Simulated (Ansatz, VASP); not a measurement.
Pb in VASP and in Ansatz

```
CELL_PARAMETERS angstrom
3.60256 0.00000 0.00000
-1.80128 3.11990 0.00000
0.00000 0.00000 5.90592
ATOMIC_POSITIONS crystal
Pb 0.33333 0.66667 0.25000
Pb 0.66667 0.33333 0.75000
```

Alike in both runs: task single point; functional RPBE; k mesh 11 × 11 × 6; occupations fermi-dirac, width 0.1 eV; no spin polarisation.

|  | VASP | Ansatz |
| --- | --- | --- |
| version | VASP 6.6.1 | Ansatz 0.2.0 |
| potentials or method | VASP PAW PBE potentials, release 64 (Pb_d), cutoff 520 eV | plane waves (420 eV) with PAW, scalar-relativistic |
| valence electrons in the cell | 28 | 28 |

```csv
,VASP,Ansatz,Ansatz less VASP
pressure (GPa),-0.2,-0.2,+0.05
"traceless stress, the component that is largest in VASP (GPa)",0.07,0.07,+0.004
```

VASP's potentials were made for PBE, not for RPBE.

Neither program's run includes spin-orbit coupling.
